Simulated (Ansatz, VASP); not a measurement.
# HfO2: VASP beside Ansatz

```
CELL_PARAMETERS angstrom
3.75567 0.00000 0.00000
0.00000 3.75567 0.00000
0.00000 0.00000 5.20267
ATOMIC_POSITIONS crystal
Hf 0.50000 0.50000 0.50000
Hf 0.00000 0.00000 0.00000
O 0.00000 0.50000 0.69616
O 0.50000 0.00000 0.80384
O 0.50000 0.00000 0.30384
O 0.00000 0.50000 0.19616
```

Change from the starting cell: strain +0.050 along x and y, +0.000 along z, atoms carried along.

Alike in both runs: task single point; functional r2SCAN; k mesh 6 × 6 × 6; occupations gaussian, width 0.05 eV; no spin polarisation.

|  | VASP | Ansatz |
| --- | --- | --- |
| version | VASP 6.6.1 | Ansatz 0.2.0 |
| potentials or method | VASP PAW PBE potentials, release 64 (Hf_pv, O), cutoff 520 eV | scalar-relativistic, plane waves, PAW |
| valence electrons in the cell | 44 | 76 |

|  | VASP | Ansatz | Ansatz less VASP |
| --- | --- | --- | --- |
| gap on the k mesh at the Fermi level (eV) | 4.39 | 4.43 | +0.044 |
| least direct gap on the mesh (eV) | 4.43 | 4.47 | +0.040 |
| pressure (GPa) | -24.4 | -21.6 | +2.88 |
| traceless stress, the component that is largest in VASP (GPa) | 12.87 | 12.53 | -0.336 |
| rms of the force components (eV/Å) | 0.165 | 0.135 | -0.0291 |

VASP's potentials were made for PBE, not for r2SCAN. Atom by atom the forces differ by 0.029 eV/Å (rms over components). With one functional, cell and mesh, what is left measures potentials, basis and numerics. VASP's potentials hold 44 valence electrons a cell and Ansatz's 76, so a difference there can come from the potentials and not from the codes.

Neither program's run includes spin-orbit coupling.
